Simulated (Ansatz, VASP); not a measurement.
## Be3CdSe4: VASP beside Ansatz

```
Be Cd Se
1.0
     5.99240    0.00000    0.00000
    -2.99620    5.18957    0.00000
     0.00000    0.00000    7.21018
Be Cd Se
3 1 4
Direct
  0.55109 0.44891 0.00000
  0.55109 0.10218 0.00000
  0.89782 0.44891 0.00000
  0.33333 0.66667 0.00000
  0.00000 0.00000 0.66442
  0.00000 0.00000 0.33558
  0.00000 0.00000 0.00000
  0.33333 0.66667 0.50000
```

Alike in both runs: functional PBE; k mesh 3 × 3 × 2; occupations gaussian, width 0.15 eV; no spin polarisation.

Ansatz relaxed the structure, and its values are those at the end. VASP's run is a single point on that final structure, the one shown.

|  | VASP | Ansatz |
| --- | --- | --- |
| version | VASP 6.6.1 | Ansatz 0.2.0 |
| potentials or method | VASP PAW PBE potentials, release 64 (Be, Cd, Se), cutoff 600 eV | scalar-relativistic, plane waves, PAW |
| valence electrons in the cell | 42 | 90 |

|  | VASP | Ansatz | Ansatz less VASP |
| --- | --- | --- | --- |
| gap on the k mesh at the Fermi level (eV) | none | none | - |
| pressure (GPa) | 0.3 | 0.2 | -0.06 |
| rms of the force components (eV/Å) | 0.024 | 0.020 | -0.0036 |

A gap of «none» marks a metal or a gap that the smearing closes. VASP's potentials hold 42 valence electrons a cell and Ansatz's 90, so a difference there can come from the potentials and not from the codes.

The k mesh is coarse, so the values compare programs but aren't converged.
